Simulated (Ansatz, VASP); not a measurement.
**One calculation of Te2As, two programs**

```xyz
3
Lattice="3.9662 0.0000 0.0000 0.0000 3.1575 0.0000 0.0000 0.0000 7.4094" Properties=species:S:1:pos:R:3 pbc="T T T"
Te    0.0000    0.0000    1.6717
Te    0.0000    0.0000    5.7377
As    1.9831    0.0000    3.7047
```

Alike in both runs: functional PBE; k mesh 6 × 4 × 3; occupations gaussian, width 0.2 eV; no spin polarisation.

Ansatz relaxed the structure, and its values are those at the end. VASP's run is a single point on that final structure, the one shown.

```csv
,VASP,Ansatz
version,VASP 6.6.1,Ansatz 0.2.0
potentials or method,"VASP PAW PBE potentials, release 64 (Te, As), cutoff 500 eV","scalar-relativistic, plane waves, PAW"
valence electrons in the cell,17,47
```

```tsv
	VASP	Ansatz	Ansatz less VASP
gap on the k mesh at the Fermi level (eV)	none	none	-
pressure (GPa)	0.1	0.1	0.00
rms of the force components (eV/Å)	0.000	0.004	+0.0042
```

A gap of «none» marks a metal or a gap that the smearing closes. The functional is the same, so the differences come from potentials, cutoffs and numerics. VASP's potentials hold 17 valence electrons a cell and Ansatz's 47, so a difference there can come from the potentials and not from the codes.

The k mesh is coarse, so the values compare programs but aren't converged. Neither program's run includes spin-orbit coupling.
